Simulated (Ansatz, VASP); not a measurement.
Pt: VASP beside Ansatz

```
CELL_PARAMETERS angstrom
0.00000 1.94864 1.94864
1.94864 0.00000 1.94864
1.94864 1.94864 0.00000
ATOMIC_POSITIONS crystal
Pt 0.00000 0.00000 0.00000
```

Alike in both runs: functional LDA; k mesh 20 × 20 × 20; occupations fermi-dirac, width 0.15 eV; no spin polarisation.

Ansatz relaxed the structure, and its values are those at the end. VASP's run is a single point on that final structure, the one shown.

|  | VASP | Ansatz |
| --- | --- | --- |
| version | VASP 6.6.1 | Ansatz 0.2.0 |
| potentials or method | VASP PAW LDA potentials, release 64 (Pt), cutoff 520 eV | scalar-relativistic, plane waves, PAW |
| valence electrons in the cell | 10 | 18 |

Ansatz gave:

* gap on the k mesh at the Fermi level (eV): none
* pressure (GPa): 0.0

Question: Estimate VASP's values.

Answer: gap on the k mesh at the Fermi level (eV): none; pressure (GPa): 0.7.

LDA's correlation is that of Perdew and Zunger in VASP and of Perdew and Wang (1992) in Ansatz. A gap of «none» marks a metal or a gap that the smearing closes. VASP's potentials hold 10 valence electrons a cell and Ansatz's 18, so a difference there can come from the potentials and not from the codes.

Neither program's run includes spin-orbit coupling.
